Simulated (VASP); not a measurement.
# NbTe (P-6m2) in VASP: notebook, part 3 of 3

VASP 6.6.1. The steps go on from the part before.

## (6) Single point, PBE

File INCAR:

```
PREC = Accurate ; ENCUT = 500
EDIFF = 1E-6 ; ISMEAR = 0
SIGMA = 0.1 ; LREAL = False
LASPH = True ; NELM = 120
ALGO = Normal ; ISIF = 2
LWAVE = False ; LCHARG = True
GGA = PE ; LELF = True
LVHAR = True ; NBANDS = 16
NELECT = 20.0 ; ISYM = 0
GGA_COMPAT = False
```

File KPOINTS:

```
Automatic mesh
0
Gamma
  3 3 2
  0.5 0.5 0
```

File POSCAR:

```
NbTe
1.0
    3.7029743866      0.0000000000      0.0000000000
   -1.8514871933      3.2068698884      0.0000000000
    0.0000000000      0.0000000000      3.6942110000
Nb Te
1 1
Direct
    0.0000000000      0.0000000000      0.5000000000
    0.6666666667      0.3333333333      0.0000000000
```

Potentials or basis: VASP PAW PBE potentials, release 64 (Nb_sv, Te).

Run with:

```sh
cat potpaw_PBE.64/Nb_sv/POTCAR potpaw_PBE.64/Te/POTCAR > POTCAR
mpirun -np 1 vasp_std > vasp.out
```

OUTCAR:

```text
PREC = Accurate
   ENCUT = 500
   EDIFF = 1E-6
   ISMEAR = 0
   LREAL = False
   LASPH = True
   NELM = 120
   ISIF = 2
   GGA = PE
   NELECT = 20.0
   ISYM = 0

 ion  position               nearest neighbor table
   1  0.000  0.000  0.500-   2 2.83   2 2.83   2 2.83   2 2.83   2 2.83   2 2.83
   2  0.667  0.333  0.000-   1 2.83   1 2.83   1 2.83   1 2.83   1 2.83   1 2.83

IMPORTANT INFORMATION: All symmetrisations will be switched off!
NOSYMM: (Re-)initialisation of all symmetry stuff for point group C_1.

----------------------------------------------------------------------------------------

                                     Primitive cell

  volume of cell :      43.8686

  direct lattice vectors                    reciprocal lattice vectors
     3.702974387  0.000000000  0.000000000     0.270053178  0.155915275  0.000000000
    -1.851487193  3.206869888  0.000000000     0.000000000  0.311830550  0.000000000
     0.000000000  0.000000000  3.694211000     0.000000000  0.000000000  0.270693796

  length of vectors
     3.702974387  3.702974387  3.694211000     0.311830550  0.311830550  0.270693796

  position of ions in fractional coordinates (direct lattice)
[... 122 lines left out ...]
  ---------------------------------------------------
  free energy    TOTEN  =        -2.09282194 eV

  energy without entropy =       -2.08161511  energy(sigma->0) =       -2.08721853

 E-fermi :  11.8139     XC(G=0): -11.5386

 val. band max:       11.7591604153   @ k =   0.5000  -0.3333   0.0000
 cond. band min:      12.1603702550   @ k =   0.0000  -0.1667   0.5000
 fundamental gap:      0.4012098397
 Fermi energy:        11.8138785069

 k-point     1 :       0.1667    0.1667    0.0000
  band No.  band energies     occupation
      1     -43.6776      2.00000
      2     -20.0412      2.00000
      3     -19.8002      2.00000
      4     -19.7422      2.00000
      5      -2.5965      2.00000
      6       5.1676      2.00000
[... 433 lines left out ...]
      3     -19.8200      2.00000
      4     -19.7490      2.00000
      5      -1.4452      2.00000
      6       4.8387      2.00000
[... 8 lines left out ...]
     15      16.2951      0.00000
     16      16.8895      0.00000

 [... further k-points ...]
[... 5 lines left out ...]
  --------------------------------------------------------------------------------------
  -------------------------------------------------------------------------------------
  Total       13.9622523     13.9622671     16.5784098     -0.0000067      0.0000006      0.0000025
  in kB      509.9320616    509.9326018    605.4798680     -0.0002446      0.0000236      0.0000916
  external PRESSURE =     541.7815105 kB  Pullay stress =       0.0000000 kB

 VOLUME and BASIS-vectors are now :
 -----------------------------------------------------------------------------
  energy-cutoff  :      500.00
  volume of cell :       43.87
      direct lattice vectors                 reciprocal lattice vectors
     3.702974387  0.000000000  0.000000000     0.270053178  0.155915275  0.000000000
    -1.851487193  3.206869888  0.000000000     0.000000000  0.311830550  0.000000000
     0.000000000  0.000000000  3.694211000     0.000000000  0.000000000  0.270693796

 POSITION                                       TOTAL-FORCE (eV/Angst)
 -----------------------------------------------------------------------------------
      0.00000      0.00000      1.84711         0.000001     -0.000000      0.000002
      1.85149      1.06896      0.00000        -0.000001      0.000000     -0.000002
 -----------------------------------------------------------------------------------
    total drift:                                0.000003      0.000010      0.000001

  FREE ENERGIE OF THE ION-ELECTRON SYSTEM (eV)
  ---------------------------------------------------
  free  energy   TOTEN  =        -2.0928219427 eV

  energy  without entropy=       -2.0816151137  energy(sigma->0) =       -2.08721853
```

OSZICAR:

```text
N       E                     dE             d eps       ncg     rms          rms(c)
DAV:   1     0.166990426577E+03    0.16699E+03   -0.10314E+04   968   0.116E+03
DAV:   2     0.839347182561E+01   -0.15860E+03   -0.15529E+03  1264   0.376E+02
DAV:   3    -0.181950157156E+01   -0.10213E+02   -0.99879E+01  1776   0.699E+01
DAV:   4    -0.203495181897E+01   -0.21545E+00   -0.21490E+00  1112   0.982E+00
DAV:   5    -0.204325566123E+01   -0.83038E-02   -0.83013E-02  1576   0.191E+00    0.779E+00
DAV:   6    -0.213730724499E+01   -0.94052E-01   -0.16586E-01  1176   0.319E+00    0.445E+00
DAV:   7    -0.209526863847E+01    0.42039E-01   -0.16447E-01  1624   0.317E+00    0.656E-01
DAV:   8    -0.209314795659E+01    0.21207E-02   -0.21798E-02  1328   0.139E+00    0.466E-01
DAV:   9    -0.209282831096E+01    0.31965E-03   -0.31147E-03  1320   0.553E-01    0.144E-01
DAV:  10    -0.209281824842E+01    0.10063E-04   -0.40561E-04  1176   0.200E-01    0.477E-02
DAV:  11    -0.209282610219E+01   -0.78538E-05   -0.65163E-05  1568   0.711E-02    0.132E-02
DAV:  12    -0.209282156321E+01    0.45390E-05   -0.77123E-06  1216   0.300E-02    0.446E-03
DAV:  13    -0.209282194266E+01   -0.37945E-06   -0.54727E-07   632   0.689E-03
   1 F= -.20928219E+01 E0= -.20872185E+01  d E =-.112068E-01
```

stdout:

```text
POSCAR found type information on POSCAR NbTe
 POSCAR found :  2 types and       2 ions
 scaLAPACK will be used
 LDA part: xc-table for (Slater+PW92), standard interpolation
 POSCAR, INCAR and KPOINTS ok, starting setup
 FFT: planning ... GRIDC
 FFT: planning ... GRID_SOFT
 FFT: planning ... GRID
 WAVECAR not read
 entering main loop
 the old and the new charge density differ
 old charge density:    19.00000 new   20.00000
    0.779E+00
```

It took 35 s on 1 thread of Intel Xeon 8259CL, shared host; peak memory 0.16 GiB.

Results:

| Quantity | Value |
| --- | --- |
| Free energy | -2.0928 eV |

Caveat: the k points lie up to 0.85 Å⁻¹ apart; the cell carries a net charge on a neutralising background, which shifts energy and pressure; the cell is charged against a uniform background, so pressure and absolute levels hang on convention; spin-orbit coupling is left out, which moves the levels of the heavy elements.

## (7) Summary

| level | k mesh | smearing | gap on the mesh (eV) | pressure (GPa) |
| --- | --- | --- | --- | --- |
| PBE | 3 × 3 × 1 | fermi-dirac 0.037 eV | none | 5.5 |
| PBE | 3 × 3 × 2 | tetrahedron | none | 2.2 |
| PBEsol | 2 × 6 × 1 | gaussian 0.1 eV | none | -0.9 |
| PBE | 3 × 3 × 4 | gaussian 0.1 eV | none | 0.6 |

Alike in all rows: task single point; potentials or basis VASP PAW PBE potentials, release 64 (Nb_sv, Te); no spin polarisation; cell as given; cutoff (eV) 500.

Caveats: all runs use coarse meshes; spin-orbit coupling is left out, which moves the levels of the heavy elements; the PAW data sets were made with another functional, which shifts forces and pressure a little (some runs).

Absolute energies hang on the potentials; compare differences alone.
